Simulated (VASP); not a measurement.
# AlN (I4/mmm) in VASP: further runs

Runs on AlN. Level: PBE. Tasks: single point.

Everything below comes from runs of VASP 6.6.1. Logs are shortened: lines on timing, memory, paths and dates and some standing lists are left out, and cuts for length are marked.

**1. The cell of the first run**

The structure is tetragonal, space group I4/mmm (No. 139). Conventional cell: a = 2.741 Å, b = 2.741 Å, c = 4.180 Å, α = 90.00°, β = 90.00°, γ = 90.00°. Al (site symmetry 4/mmm) has 6 N at 1.94 to 2.09 Å within 2.6 Å. N (site symmetry 4/mmm) has 6 Al at 1.94 to 2.09 Å within 2.6 Å.

**2. Single point, PBE (epitaxial xy strain -4.0%)**

The input, INCAR:

```
SYSTEM = AlN
PREC     = Accurate       ! precision mode
ENCUT    = 520            ! plane-wave cutoff, eV
EDIFF    = 1E-6           ! SCF threshold, eV
ISMEAR   = 0              ! smearing method
SIGMA    = 0.01           ! smearing width, eV
LREAL    = .False.        ! projectors in reciprocal space
LASPH    = .True.         ! aspherical terms in the spheres
NELM     = 100            ! most SCF steps
ALGO     = Normal         ! electronic algorithm
ISIF     = 2              ! what is computed and relaxed
LWAVE    = .False.        ! write WAVECAR
LCHARG   = .True.         ! write CHGCAR
GGA      = PE             ! functional
LELF     = .True.         ! ELF
LVHAR    = .True.       
NBANDS   = 11             ! bands
```

The input, KPOINTS:

```
Automatic mesh
0
Gamma
  6 6 6
  0 0 0
```

The input, POSCAR:

```
AlN
1.0
    0.0000000000      1.9381137141      2.0900686179
    1.9381137141      0.0000000000      2.0900686179
    1.9381137141      1.9381137141      0.0000000000
Al N
1 1
Direct
    0.0000000000      0.0000000000      0.0000000000
    0.5000000000      0.5000000000      0.5000000000
```

Potentials or basis: VASP PAW PBE potentials, release 64 (Al, N).

Command:

```console
$ cat potpaw_PBE.64/Al/POTCAR potpaw_PBE.64/N/POTCAR > POTCAR
$ mpirun -np 1 vasp_std > vasp.out
```

OUTCAR:

```text
SYSTEM = AlN
   PREC = Accurate
   ENCUT = 520
   EDIFF = 1E-6
   ISMEAR = 0
   LREAL = .False.
   LASPH = .True.
   NELM = 100
   ISIF = 2
   GGA = PE

 ion  position               nearest neighbor table
   1  0.000  0.000  0.000-   2 1.94   2 1.94   2 1.94   2 1.94   2 2.09   2 2.09
   2  0.500  0.500  0.500-   1 1.94   1 1.94   1 1.94   1 1.94   1 2.09   1 2.09

  LATTYP: Found a body centered tetragonal cell.
 ALAT       =     2.7409066999
 C/A-ratio  =     1.5250928592

  Lattice vectors:

 A1 = (  -1.9381137141,   0.0000000000,   2.0900686179)
 A2 = (   1.9381137141,   0.0000000000,   2.0900686179)
 A3 = (   0.0000000000,   1.9381137141,  -2.0900686179)

Analysis of symmetry for initial positions (statically):
=====================================================================
 Subroutine PRICEL returns:
 Original cell was already a primitive cell.

 Routine SETGRP: Setting up the symmetry group for a
 body centered tetragonal supercell.

 Subroutine GETGRP returns: Found 16 space group operations
 (whereof 16 operations were pure point group operations)
 out of a pool of 16 trial point group operations.

The static configuration has the point symmetry D_4h.

Analysis of symmetry for dynamics (positions and initial velocities):
=====================================================================
 Subroutine PRICEL returns:
 Original cell was already a primitive cell.

 Routine SETGRP: Setting up the symmetry group for a
 body centered tetragonal supercell.

 Subroutine GETGRP returns: Found 16 space group operations
 (whereof 16 operations were pure point group operations)
 out of a pool of 16 trial point group operations.

The dynamic configuration has the point symmetry D_4h.

 Subroutine INISYM returns: Found 16 space group operations
 (whereof 16 operations are pure point group operations),
 and found     1 'primitive' translations

----------------------------------------------------------------------------------------

                                     Primitive cell

  volume of cell :      15.7018

  direct lattice vectors                    reciprocal lattice vectors
     0.000000000  1.938113714  2.090068618    -0.257982799  0.257982799  0.239226596
     1.938113714  0.000000000  2.090068618     0.257982799 -0.257982799  0.239226596
     1.938113714  1.938113714  0.000000000     0.257982799  0.257982799 -0.239226596

  length of vectors
     2.850380956  2.850380956  2.740906700     0.436279283  0.436279283  0.436279283

  position of ions in fractional coordinates (direct lattice)
     0.000000000  0.000000000  0.000000000
     0.500000000  0.500000000  0.500000000

  ion indices of the primitive-cell ions
   primitive index   ion index
                 1           1
[... 80 lines left out ...]
   ISYM   =      2    0-nonsym 1-usesym 2-fastsym
   POTIM  = 0.5000    time-step for ionic-motion
   TEBEG  =    0.0;   TEEND  =   0.0 temperature during run
   PSTRESS=    0.0 pullay stress
   NELECT =       8.0000    total number of electrons
   NUPDOWN=      -1.0000    fix difference up-down
   EMIN   =  10.00;   EMAX   =-10.00  energy-range for DOS
   EFERMI =   0.00;   METHOD = LEGACY
   ISMEAR =     0;   SIGMA  =   0.01  broadening in eV -4-tet -1-fermi 0-gaus
   EFERMI_NEDOS =   21; number of points for ismear=-14 and -15
   IALGO  =     38    algorithm
   IMIX   =      4    mixing-type and parameters
     AMIX     =   0.40;   BMIX     =  1.00
     AMIX_MAG =   1.60;   BMIX_MAG =  1.00
  volume/ion in A,a.u.               =       7.85        52.98
  Fermi-wavevector in a.u.,A,eV,Ry     =   1.307540  2.470893 23.261365  1.709662
  Thomas-Fermi vector in A             =   2.438268
   LORBIT       =      0    0 simple, 1 ext, 2 COOP (PROOUT), +10 PAW based schemes
   GGA     = PE    functional components
   LHFCALC =     F    Hartree Fock is set to
   AEXX    =    0.0000 exact exchange contribution
   IVDW    =     0    specifies the selected vdW correction
   LEPSILON=     F    determine dielectric tensor
   LRPA    =     F    only Hartree local field effects (RPA)
 non-spin polarized calculation
 Gauss-broadening in eV      SIGMA  =   0.01
  energy-cutoff  :      520.00
  volume of cell :       15.70
 maximum number of plane-waves:       439
 NGX is ok and might be reduce to    24
   NGX = 11   NGY = 11   NGZ = 11

 number of electron       8.0000001 magnetization

 Free energy of the ion-electron system (eV)
  ---------------------------------------------------
  ext. energy  EPLUGINS =         0.00000000
  ---------------------------------------------------
  free energy    TOTEN  =       -14.40401790 eV

  energy without entropy =      -14.40401790  energy(sigma->0) =      -14.40401790

 E-fermi :  10.9918     XC(G=0): -12.5166

 val. band max:       10.9191753716   @ k =   0.0000   0.0000   0.0000
 cond. band min:      15.5514682077   @ k =   0.5000   0.0000   0.5000
 fundamental gap:      4.6322928361
 Fermi energy:        10.9917938424

 k-point     1 :       0.0000    0.0000    0.0000
  band No.  band energies     occupation
      1      -7.4017      2.00000
      2      10.4657      2.00000
      3      10.4657      2.00000
      4      10.9192      2.00000
      5      16.9334      0.00000
      6      22.3277      0.00000
      7      23.3890      0.00000
      8      23.3890      0.00000
      9      27.7208      0.00000
     10      28.2484      0.00000
     11      28.3337      0.00000
[... 309 lines left out ...]
 k-point    24 :       0.5000    0.0000    0.3333
  band No.  band energies     occupation
      1      -3.1246      2.00000
      2       3.6840      2.00000
      3       6.3700      2.00000
      4       7.9769      2.00000
      5      16.4358      0.00000
      6      18.2706      0.00000
      7      24.0578      0.00000
      8      26.0887      0.00000
      9      28.4862      0.00000
     10      34.2079      0.00000
     11      35.5031      0.00000

 [... further k-points ...]
[... 5 lines left out ...]
  --------------------------------------------------------------------------------------
  -------------------------------------------------------------------------------------
  Total        3.1704165      3.1704165      0.5529553      0.0000000      0.0000000     -0.0000000
  in kB      323.5026544    323.5026544     56.4223990      0.0000000      0.0000000     -0.0000000
  external PRESSURE =     234.4759026 kB  Pullay stress =       0.0000000 kB

 VOLUME and BASIS-vectors are now :
 -----------------------------------------------------------------------------
  energy-cutoff  :      520.00
  volume of cell :       15.70
      direct lattice vectors                 reciprocal lattice vectors
     0.000000000  1.938113714  2.090068618    -0.257982799  0.257982799  0.239226596
     1.938113714  0.000000000  2.090068618     0.257982799 -0.257982799  0.239226596
     1.938113714  1.938113714  0.000000000     0.257982799  0.257982799 -0.239226596

 POSITION                                       TOTAL-FORCE (eV/Angst)
 -----------------------------------------------------------------------------------
      0.00000      0.00000      0.00000         0.000000      0.000000      0.000000
      1.93811      1.93811      2.09007        -0.000000     -0.000000     -0.000000
 -----------------------------------------------------------------------------------
    total drift:                               -0.000000     -0.000000      0.000000

  FREE ENERGIE OF THE ION-ELECTRON SYSTEM (eV)
  ---------------------------------------------------
  free  energy   TOTEN  =       -14.4040178966 eV

  energy  without entropy=      -14.4040178966  energy(sigma->0) =      -14.40401790
```

stdout:

```text
POSCAR found type information on POSCAR AlN
 POSCAR found :  2 types and       2 ions
 scaLAPACK will be used
 LDA part: xc-table for (Slater+PW92), standard interpolation
 POSCAR, INCAR and KPOINTS ok, starting setup
 FFT: planning ... GRIDC
 FFT: planning ... GRID_SOFT
 FFT: planning ... GRID
 WAVECAR not read
 entering main loop
```

Wall time 2.5 s (1 thread of Intel Xeon 6975P-C (Granite Rapids), shared host); peak memory 0.12 GiB.

Results:

```yaml
Free_energy: -14.4040 eV
Pressure: 23.4 GPa
Band_gap_on_the_k_mesh: 4.63 eV, indirect (least direct gap 6.01 eV)
```

Levels at points of the mesh, in eV from the valence-band top:
```tsv
k point	band 1	band 2	band 3	band 4	band 5	band 6	band 7	band 8	band 9
(0.00, 0.00, 0.00)	-18.32	-0.45	-0.45	0.00	6.01	11.41	12.47	12.47	16.80
(0.50, 0.00, 0.00)	-14.85	-8.92	-1.67	-1.31	5.96	10.63	12.08	13.66	16.48
(0.50, 0.50, 0.00)	-14.28	-8.24	-2.83	-2.83	5.44	5.46	13.74	18.38	18.38
(0.50, 0.00, 0.50)	-13.59	-7.89	-3.88	-2.90	4.63	4.74	14.68	16.25	18.86
```

Caveat: the k points lie up to 0.46 Å⁻¹ apart; the cell differs from its parent crystal (epitaxial xy strain -4.0%). A k mesh can miss the band edges.

**3. Single point, PBE (epitaxial xy strain -3.0%)**

The input, INCAR:

```
  ALGO = Normal
  EDIFF = 1E-7
  ENCUT = 520
  GGA = PE
  ISIF = 2
  ISMEAR = 0
  LASPH = True
  LCHARG = True
  LELF = True
  LREAL = False
  LVHAR = True
  LWAVE = False
  NBANDS = 11
  NELM = 60
  PREC = Accurate
  SIGMA = 0.01
```

The input, KPOINTS:

```
k-points
0
Gamma
  6 6 6
```

The input, POSCAR:

```
AlN
1.0
    0.0000000000      1.9583023986      2.0704327721
    1.9583023986      0.0000000000      2.0704327721
    1.9583023986      1.9583023986      0.0000000000
Al N
1 1
Direct
    0.0000000000      0.0000000000      0.0000000000
    0.5000000000      0.5000000000      0.5000000000
```

Potentials or basis: VASP PAW PBE potentials, release 64 (Al, N).

Command:

```console
$ cat potpaw_PBE.64/Al/POTCAR potpaw_PBE.64/N/POTCAR > POTCAR
$ mpirun -np 1 vasp_std > vasp.out
```

Wall time 2.9 s (1 thread of Intel Xeon 6975P-C (Granite Rapids), shared host); peak memory 0.13 GiB.

The run converged. Its results:

- Free energy: -14.4569 eV
- Pressure: 18.3 GPa
- Band gap on the k mesh: 4.62 eV, indirect (least direct gap 5.97 eV)

Stress tensor (GPa, compression positive):
```
24.63  0.00  0.00
 0.00 24.63  0.00
 0.00  0.00  5.79
```

Levels at points of the mesh, in eV from the valence-band top:
| k point | band 1 | band 2 | band 3 | band 4 | band 5 | band 6 | band 7 | band 8 | band 9 |
| --- | --- | --- | --- | --- | --- | --- | --- | --- | --- |
| (0.00, 0.00, 0.00) | -18.15 | -0.35 | -0.35 | 0.00 | 5.97 | 11.59 | 12.36 | 12.36 | 17.02 |
| (0.50, 0.00, 0.00) | -14.73 | -8.79 | -1.52 | -1.27 | 6.05 | 10.65 | 11.78 | 13.61 | 16.36 |
| (0.50, 0.50, 0.00) | -14.04 | -8.05 | -2.85 | -2.85 | 5.21 | 5.38 | 13.83 | 18.09 | 18.09 |
| (0.50, 0.00, 0.50) | -13.54 | -7.79 | -3.62 | -2.90 | 4.62 | 4.86 | 14.53 | 16.52 | 18.44 |

Caveat: the k points lie up to 0.45 Å⁻¹ apart; the cell differs from its parent crystal (epitaxial xy strain -3.0%). A k mesh can miss the band edges.

**4. Single point, PBE (epitaxial xy strain -2.0%)**

The input, INCAR:

```
SYSTEM = AlN
PREC = Accurate
ENCUT = 520
EDIFF = 1E-6
ISMEAR = 0
SIGMA = 0.01
LREAL = .FALSE.
LASPH = .TRUE.
NELM = 100
ALGO = Normal
ISIF = 2
LWAVE = .FALSE.
LCHARG = .FALSE.
GGA = PE
NBANDS = 11
```

The input, KPOINTS:

```
Automatic mesh
0
G
  6 6 6
  0 0 0
```

The input, POSCAR:

```
AlN
1.0
    0.0000000000      1.9784910831      2.0521721466
    1.9784910831      0.0000000000      2.0521721466
    1.9784910831      1.9784910831      0.0000000000
Al N
1 1
Direct
    0.0000000000      0.0000000000      0.0000000000
    0.5000000000      0.5000000000      0.5000000000
```

Command:

```console
$ cat potpaw_PBE.64/Al/POTCAR potpaw_PBE.64/N/POTCAR > POTCAR
$ mpirun -np 1 vasp_std > vasp.out
```

Wall time 2.6 s (1 thread of Intel Xeon 6975P-C (Granite Rapids), shared host); peak memory 0.13 GiB.

The run converged. Its results:

```yaml
Free_energy: -14.4950 eV
Pressure: 13.8 GPa
Band_gap_on_the_k_mesh: 4.61 eV, indirect (least direct gap 5.90 eV)
```

Stress tensor (GPa, compression positive):
```
17.71  0.00  0.00
 0.00 17.71  0.00
 0.00  0.00  5.90
```

Levels at points of the mesh, in eV from the valence-band top:
| k point | band 2 | band 3 | band 4 | band 5 | band 6 | band 7 |
| --- | --- | --- | --- | --- | --- | --- |
| (0.00, 0.00, 0.00) | -0.24 | -0.24 | 0.00 | 5.90 | 11.78 | 12.28 |
| (0.50, 0.00, 0.00) | -8.65 | -1.38 | -1.22 | 6.11 | 10.73 | 11.50 |
| (0.50, 0.50, 0.00) | -7.84 | -2.85 | -2.85 | 4.99 | 5.34 | 13.92 |
| (0.50, 0.00, 0.50) | -7.68 | -3.36 | -2.88 | 4.61 | 4.99 | 14.39 |

Caveat: the k points lie up to 0.45 Å⁻¹ apart; the cell differs from its parent crystal (epitaxial xy strain -2.0%).

**5. Single point, PBE (epitaxial xy strain -1.0%)**

The input, INCAR:

```
PREC = Accurate ; ENCUT = 520
EDIFF = 1E-7 ; ISMEAR = 0
SIGMA = 0.01 ; LREAL = F
LASPH = T ; NELM = 60
ALGO = Normal ; ISIF = 2
LWAVE = F ; LCHARG = T
GGA = PE ; LELF = T
LVHAR = T ; NBANDS = 11
```

The input, KPOINTS:

```
Automatic mesh
0
Gamma
  6 6 6
```

The input, POSCAR:

```
AlN
1.0
    0.0000000000      1.9986797676      2.0351329808
    1.9986797676      0.0000000000      2.0351329808
    1.9986797676      1.9986797676      0.0000000000
Al N
1 1
Direct
    0.0000000000      0.0000000000      0.0000000000
    0.5000000000      0.5000000000      0.5000000000
```

Command:

```console
$ cat potpaw_PBE.64/Al/POTCAR potpaw_PBE.64/N/POTCAR > POTCAR
$ mpirun -np 1 vasp_std > vasp.out
```

It took 2.8 s on 1 thread of Intel Xeon 6975P-C (Granite Rapids), shared host; peak memory 0.13 GiB.

It converged, with:

* Free energy: -14.5200 eV
* Pressure: 9.7 GPa
* Band gap on the k mesh: 4.62 eV, indirect (least direct gap 5.82 eV)

Stress tensor (GPa, compression positive):
```
11.56  0.00  0.00
 0.00 11.56  0.00
 0.00  0.00  5.98
```

Levels at points of the mesh, in eV from the valence-band top:
```csv
k point,band 1,band 2,band 3,band 4,band 5,band 6,band 7,band 8
"(0.00, 0.00, 0.00)",-17.79,-0.13,-0.13,0.00,5.82,11.97,12.22,12.22
"(0.50, 0.00, 0.00)",-14.46,-8.49,-1.23,-1.15,6.14,10.86,11.26,13.46
"(0.50, 0.50, 0.00)",-13.56,-7.63,-2.83,-2.83,4.80,5.31,14.01,17.55
"(0.50, 0.00, 0.50)",-13.40,-7.55,-3.08,-2.85,4.62,5.13,14.24,17.05
```

Caveat: the k points lie up to 0.45 Å⁻¹ apart; the cell differs from its parent crystal (epitaxial xy strain -1.0%). A k mesh can miss the band edges.

**6. Overview**

| cell | gap on the mesh (eV) | pressure (GPa) |
| --- | --- | --- |
| a = 2.850, b = 2.850, c = 2.741 Å, angles 61.3, 61.3, 57.5°, 2 atoms | 4.63 | 23.4 |
| a = 2.850, b = 2.850, c = 2.769 Å, angles 60.9, 60.9, 58.1°, 2 atoms | 4.62 | 18.3 |
| a = 2.851, b = 2.851, c = 2.798 Å, angles 60.6, 60.6, 58.8°, 2 atoms | 4.61 | 13.8 |
| a = 2.852, b = 2.852, c = 2.827 Å, angles 60.3, 60.3, 59.4°, 2 atoms | 4.62 | 9.7 |

Alike in all rows: task single point; level PBE; potentials or basis VASP PAW PBE potentials, release 64 (Al, N); no spin polarisation; k mesh 6 × 6 × 6; cutoff (eV) 520; smearing gaussian 0.01 eV.

Caveats: all runs use coarse meshes.

Absolute energies hang on the potentials; compare differences alone.
